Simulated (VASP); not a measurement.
A run of VASP 6.6.1 is set up as follows.

INCAR

```
PREC = Accurate ; ENCUT = 520
EDIFF = 1E-6 ; ISMEAR = -1
SIGMA = 0.05 ; LREAL = F
LASPH = T ; NELM = 60
ALGO = Fast ; ISIF = 2
LWAVE = F ; LCHARG = F
GGA = PE ; NBANDS = 16
```

Contents of KPOINTS:

```
Automatic mesh
0
Gamma
  9 9 9
```

POSCAR

```
K
1.0
   -2.2371664457      2.2371664457      8.1517467715
    2.2371664457     -2.2371664457      8.1517467715
    2.2371664457      2.2371664457     -8.1517467715
K
2
Direct
    0.5000000000      0.5000000000      0.0000000000
    0.2500000000      0.7500000000      0.5000000000
```

Potentials or basis: VASP PAW PBE potentials, release 64 (K_sv).

The run is started by

```bash
$ cat potpaw_PBE.64/K_sv/POTCAR > POTCAR
$ mpirun -np 1 vasp_std > vasp.out
```

Problem. What does it give for the band gap on the k mesh?

Solution. Zero (band 9 reaches 0.85 eV, above the bottom of band 10 at -1.61 eV).

Problem. Predict the pressure.

Solution. -0.2 GPa.

Stress tensor (GPa, compression positive):
```
-0.14  0.00  0.00
 0.00 -0.14  0.00
 0.00  0.00 -0.23
```
